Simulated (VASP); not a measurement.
# Ge (Fd-3m) in VASP: further runs, part 2 of 2

VASP 6.6.1. The steps go on from the part before.

### 3 Relaxation of cell and atoms, PBE+D3(BJ)

This run uses another cell than the first one, of 22.64 Å³/atom, 0.978 times its volume.

Contents of INCAR:

```
SYSTEM = Ge
ALGO = Normal ; EDIFF = 1E-6
EDIFFG = -0.005 ; ENCUT = 600
GGA = PE ; IBRION = 2
ISIF = 3 ; ISMEAR = 0
IVDW = 12 ; LASPH = .TRUE.
LCHARG = .FALSE. ; LREAL = .FALSE.
LWAVE = .FALSE. ; NELM = 100
NSW = 100 ; PREC = Accurate
SIGMA = 0.1
```

Contents of KPOINTS:

```
k-points
0
G
  14 14 14
  0 0 0
```

Contents of POSCAR:

```
Ge
1.0
    0.0000000000      2.8287700000      2.8287700000
    2.8287700000      0.0000000000      2.8287700000
    2.8287700000      2.8287700000      0.0000000000
Ge
2
Direct
    0.5000000000      0.5000000000      0.5000000000
    0.7500000000      0.7500000000      0.7500000000
```

Potentials or basis: VASP PAW PBE potentials, release 64 (Ge_d).

On the command line:

```bash
$ cat potpaw_PBE.64/Ge_d/POTCAR > POTCAR
$ mpirun -np 1 vasp_std > vasp.out
```

OUTCAR:

```text
SYSTEM = Ge
   EDIFF = 1E-6
   EDIFFG = -0.005
   ENCUT = 600
   GGA = PE
   IBRION = 2
   ISIF = 3
   ISMEAR = 0
   IVDW = 12
   LASPH = .TRUE.
   LREAL = .FALSE.
   NELM = 100
   NSW = 100
   PREC = Accurate
 IVDW          = 12

 ion  position               nearest neighbor table
   1  0.500  0.500  0.500-   2 2.45   2 2.45   2 2.45   2 2.45
   2  0.750  0.750  0.750-   1 2.45   1 2.45   1 2.45   1 2.45

  LATTYP: Found a face centered cubic cell.
 ALAT       =     5.6575400000

  Lattice vectors:

 A1 = (   0.0000000000,   2.8287700000,   2.8287700000)
 A2 = (   2.8287700000,   0.0000000000,   2.8287700000)
 A3 = (   2.8287700000,   2.8287700000,   0.0000000000)

Analysis of symmetry for initial positions (statically):
=====================================================================
 Subroutine PRICEL returns:
 Original cell was already a primitive cell.

 Routine SETGRP: Setting up the symmetry group for a
 face centered cubic supercell.
[... 175 lines left out ...]

 E8    (eV) :    -0.2664
[... 271 lines left out ...]
--------------------------------------- Ionic step        8  -------------------------------------------

 number of electron      28.0000026 magnetization

 Free energy of the ion-electron system (eV)
  ---------------------------------------------------
  ext. energy  EPLUGINS =         0.00000000
  ---------------------------------------------------
  free energy    TOTEN  =        -9.02724157 eV

  energy without entropy =       -9.02705550  energy(sigma->0) =       -9.02714853

 E-fermi :   4.8117     XC(G=0):  -9.8237

 val. band max:        4.7849762816   @ k =   0.0000   0.0000   0.0000
 cond. band min:       4.9050810719   @ k =   0.5000   0.0000   0.0000
 fundamental gap:      0.1201047903
 Fermi energy:         4.8117201161

 k-point     1 :       0.0000    0.0000    0.0000
  band No.  band energies     occupation
      1     -20.0006      2.00000
      2     -20.0006      2.00000
      3     -20.0006      2.00000
      4     -19.9661      2.00000
      5     -19.9661      2.00000
      6     -19.7669      2.00000
[... 481 lines left out ...]
      5     -19.9171      2.00000
      6     -19.8277      2.00000
[... 10 lines left out ...]
     17       9.6306      0.00000
     18       9.6985      0.00000

 [... further k-points ...]

------------------------ aborting loop because EDIFF is reached ----------------------------------------

 Edisp (eV)   -0.58131

 E8    (eV) :    -0.2605
[... 25 lines left out ...]
  FREE ENERGIE OF THE ION-ELECTRON SYSTEM (eV)
  ---------------------------------------------------
  free  energy   TOTEN  =        -9.6085498078 eV

  energy  without entropy=       -9.6083637385  energy(sigma->0) =       -9.60845677

 reached required accuracy - stopping structural energy minimisation
```

CONTCAR:

```text
Ge
   1.00000000000000
     0.0000000000000000    2.8492014116848075    2.8492014116848075
     2.8492014116848075   -0.0000000000000000    2.8492014116848075
     2.8492014116848075    2.8492014116848075   -0.0000000000000000
  Ge
     2
Direct
     0.5000000000000000    0.5000000000000000    0.5000000000000000
     0.7500000000000000    0.7500000000000000    0.7500000000000000

  0.00000000E+00  0.00000000E+00  0.00000000E+00
  0.00000000E+00  0.00000000E+00  0.00000000E+00
```

Wall time 8.2 min (1 thread of AMD EPYC 7R13, shared host); peak memory 0.22 GiB.

What came out:

```
Free energy                            : -9.6085 eV
Relaxed volume                         : 23.13 Å³/atom
Relaxed cell                           : a = 4.029 Å, b = 4.029 Å, c = 4.029 Å, α = 60.00°, β = 60.00°, γ = 60.00°
Space group after relaxing (to 0.05 Å) : Fd-3m (No. 227)
Energy gained by relaxing              : 2.3 meV/atom
Ionic steps                            : 8
Pressure after relaxing                : 0.0 GPa
Band gap on the k mesh                 : zero (filled and empty bands touch)
Dispersion energy per atom             : -0.291 eV
```

The path:
```csv
step,energy change (eV),largest force (eV/Å),pressure (GPa),volume (Å³)
1,0.0000,0.0000,1.43,45.27
2,-0.0041,0.0000,-0.12,46.61
3,-0.0045,0.0000,-0.15,46.39
4,-0.0045,0.0000,0.17,46.28
5,-0.0045,0.0000,-0.16,46.34
6,-0.0045,0.0000,-0.21,46.31
7,-0.0044,0.0000,0.23,46.12
8,-0.0045,0.0000,0.03,46.26
```

Final structure:
```
Ge
1.0
     0.00000    2.84920    2.84920
     2.84920    0.00000    2.84920
     2.84920    2.84920    0.00000
Ge
2
Direct
  0.50000 0.50000 0.50000
  0.75000 0.75000 0.75000
```

Levels at points of the mesh, in eV from the Fermi level:
```csv
k point,band 10,band 11,band 12,band 13,band 14,band 15,band 16,band 17,band 18
"(0.00, 0.00, 0.00)",-24.57,-12.64,-0.19,-0.03,-0.03,-0.03,2.52,2.52,2.52
"(0.50, 0.00, 0.00)",-24.54,-10.60,-7.53,-1.40,-1.40,0.09,3.71,3.71,7.10
"(0.50, 0.50, 0.00)",-24.53,-8.83,-8.83,-3.03,-3.03,0.75,0.75,9.31,9.31
```

Caveat: pairwise dispersion overbinds metals, which lowers pressure and volume.

### 4 Comparison with measurements

Step 2. Against the measured gap of Ge, 0.744 eV (indirect; 0 K; “Temperature-dependent photoluminescence in Ge: experiment and theory”, 2020, arxiv:2003.00143), the calculated 0.00 eV is off by -0.74 eV. 3 values of this kind are on record (0.666 to 0.807 eV); this one was drawn at random among those near their median. Spin-orbit coupling on Ge is left out. The value is that of PBE+D3(BJ) on a finite k mesh, which can miss the band edges, without temperature or zero-point motion. Semilocal functionals fall short of measured gaps as a rule.
